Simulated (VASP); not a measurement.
The system is CeGa3B.

```
Ce B Ga
1.0
     0.00000    4.15236    0.00000
     4.15236    0.00000    0.00000
     2.07618    2.07618   -5.10027
Ce B Ga
1 1 3
Cartesian
  2.0762 2.0762 -3.7079
  4.1524 4.1524 -4.8748
  2.0762 4.1524 -1.1649
  4.1524 2.0762 -1.1649
  4.1524 4.1524 -2.5461
```

| Item | Value |
| --- | --- |
| Program | VASP 6.6.1 |
| Task | relaxation of cell and atoms |
| Functional | PBE |
| Potentials or basis | VASP PAW PBE potentials, release 64 (Ce, B, Ga_d) |
| Cutoff | 600 eV |
| k mesh | 6 × 6 × 6 |
| Occupations | methfessel-paxton, width 0.2612 eV |
| Spin | no spin polarisation |

At the start: pressure -2.9 GPa; volume 17.59 Å³/atom.

Question: How do energy, volume and symmetry change on relaxing?

Answer: Over 15 steps the energy falls by 81.1 meV/atom and the volume is 16.72 Å³/atom (-4.9 %); space group I4mm (No. 107, to 0.1 Å) before and after.

Step by step:
```
step  energy change (eV)  largest force (eV/Å)  pressure (GPa)  volume (Å³)
   1              0.0000                1.6906           -2.88        87.94
   2             -0.3087                0.8608           -0.16        83.97
   3             -0.3541                0.3311            2.52        81.63
   4             -0.3553                0.3111            2.13        81.94
   5             -0.3888                0.2185           -0.62        84.27
   6             -0.3889                0.2224           -0.65        84.35
   7             -0.3995                0.1739           -0.25        83.91
   8             -0.4040                0.1182            0.21        83.46
   9             -0.4041                0.1078            0.28        83.38
  10             -0.4050                0.0244           -0.22        83.77
  11             -0.4050                0.0378           -0.04        83.72
  12             -0.4050                0.0305           -0.19        83.74
  13             -0.4050                0.0349           -0.11        83.73
  14             -0.4052                0.0087            0.05        83.60
  15             -0.4053                0.0084            0.03        83.59
```

Final structure:
```
Ce B Ga
1.0
     0.00000    4.04220    0.00000
     4.04220    0.00000    0.00000
     2.02110    2.02110   -5.11574
Ce B Ga
1 1 3
Direct
  0.13366 0.13366 0.73269
  0.51644 0.51644 0.96713
  0.89881 0.39881 0.20238
  0.39881 0.89881 0.20238
  0.73289 0.73289 0.53423
```

Caveat: the highest band is partly filled, so the run has too few bands; semilocal functionals describe open f shells poorly, which spoils levels, moments and volumes.
